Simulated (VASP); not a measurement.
Write the native input for VASP 6.6.1 that does the following.

```yaml
Task: single point
Functional: PBEsol
Potentials_or_basis: VASP PAW PBE potentials, release 64 (Ti_sv, Al)
Cutoff: 520 eV
k_mesh: 15 × 15 × 6
Occupations: gaussian, width 0.15 eV
Spin: no spin polarisation
Dipole_correction: no
Further_INCAR_settings: ALGO = Fast; EDIFF = 1e-06; NBANDS = 28
```

The structure of Ti3Al lies in POSCAR:

```
Ti3Al
1.0
    2.8221296140      0.0000000000      0.0000000000
   -1.4110648070      2.4440359385      0.0000000000
    0.0000000000      0.0000000000      9.6195110023
Ti Al
3 1
Direct
    0.6666666667      0.3333333333      0.0000000000
    0.3333333333      0.6666666667      0.7566446634
    0.3333333333      0.6666666667      0.2433553366
    0.6666666667      0.3333333333      0.5000000000
```

This cell differs from its parent crystal: atoms shifted along a free coordinate, c/a of the conventional cell at fixed volume 3.4086.

These files were run (other wordings do the same):

INCAR

```
PREC     = Accurate       # precision mode
ENCUT    = 520            # plane-wave cutoff, eV
EDIFF    = 1E-6           # SCF threshold, eV
ISMEAR   = 0              # smearing method
SIGMA    = 0.15           # smearing width, eV
LREAL    = False          # projectors in reciprocal space
LASPH    = True           # aspherical terms in the spheres
NELM     = 80             # most SCF steps
ALGO     = Fast           # electronic algorithm
ISIF     = 2              # what is computed and relaxed
LWAVE    = False          # write WAVECAR
LCHARG   = False          # write CHGCAR
GGA      = PS             # functional
NBANDS   = 28             # bands
```

KPOINTS

```
Automatic mesh
0
Gamma
  15 15 6
```

Potentials or basis: VASP PAW PBE potentials, release 64 (Ti_sv, Al).

The run is started by

```sh
$ cat potpaw_PBE.64/Ti_sv/POTCAR potpaw_PBE.64/Al/POTCAR > POTCAR
$ mpirun -np 1 vasp_std > vasp.out
```

It gave:

| Property | Result |
| --- | --- |
| Pressure | 0.0 GPa |
| Largest force | 0.510 eV/Å |
| Band gap on the k mesh | zero (an odd number of electrons rules out a gap without spin polarisation) |

Caveat: the PAW data sets were made with another functional, which shifts forces and pressure a little.

Run time: 5.4 min on 1 thread of Intel(R) Xeon(R) 6975P-C (Granite Rapids), on a shared host, peak memory 0.31 GiB.
